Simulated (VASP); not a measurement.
Set up this calculation in VASP 6.6.1, as the native input.

- Task: single point
- Functional: r2SCAN
- Potentials or basis: VASP PAW PBE potentials, release 64 (Nb_sv)
- Cutoff: 520 eV
- k mesh: 20 × 20 × 20
- Occupations: gaussian, width 0.15 eV
- Spin: no spin polarisation
- Dipole correction: no
- Further INCAR settings: ALGO = Normal; EDIFF = 1e-06; NBANDS = 12

The system is Nb.

```
Nb
1.0
     0.00000    2.05155    2.11500
     2.05155    0.00000    2.11500
     2.05155    2.05155    0.00000
Nb
1
Direct
  0.00000 0.00000 0.00000
```

This cell differs from its parent crystal: strain -0.030 along x and y, +0.000 along z.

One way to write it, as run:

POSCAR

```
Nb
1.0
    0.0000000000      2.0515500000      2.1150000000
    2.0515500000      0.0000000000      2.1150000000
    2.0515500000      2.0515500000      0.0000000000
Nb
1
Direct
    0.0000000000      0.0000000000      0.0000000000
```

INCAR.step1

```
SYSTEM = Nb
PREC = Accurate ; ENCUT = 520
ISMEAR = 0 ; SIGMA = 0.15
LREAL = .False. ; LASPH = .True.
NELM = 80 ; NBANDS = 12
GGA = PE ; ALGO = Normal
EDIFF = 1E-4 ; LWAVE = .True.
LCHARG = .False.
```

INCAR.step2

```
SYSTEM = Nb
PREC = Accurate ; ENCUT = 520
EDIFF = 1E-6 ; ISMEAR = 0
SIGMA = 0.15 ; LREAL = .False.
LASPH = .True. ; NELM = 80
ALGO = Normal ; ISIF = 2
LWAVE = .False. ; LCHARG = .True.
METAGGA = R2SCAN ; LMIXTAU = .True.
LELF = .True. ; LVHAR = .True.
NBANDS = 12 ; ISTART = 1
```

KPOINTS

```
Automatic mesh
0
Gamma
  20 20 20
  0 0 0
```

Potentials or basis: VASP PAW PBE potentials, release 64 (Nb_sv).

Run with:

```sh
$ cat potpaw_PBE.64/Nb_sv/POTCAR > POTCAR
$ cp INCAR.step1 INCAR
$ mpirun -np 1 vasp_std > vasp.out
$ cp INCAR.step2 INCAR
$ mpirun -np 1 vasp_std > vasp.out
```

It gave:

- Pressure: 8.5 GPa
- Band gap on the k mesh: zero (an odd number of electrons rules out a gap without spin polarisation)

Caveat: the cell differs from its parent crystal (strain -0.030 along x and y, +0.000 along z); the stress differs along the axes, from 5 to 15 GPa; the PAW data sets were made with another functional, which shifts forces and pressure a little.

It took 5 min on 1 thread of AMD EPYC 9R45 96-Core Processor (Zen 5) (shared host), peak memory 0.22 GiB.
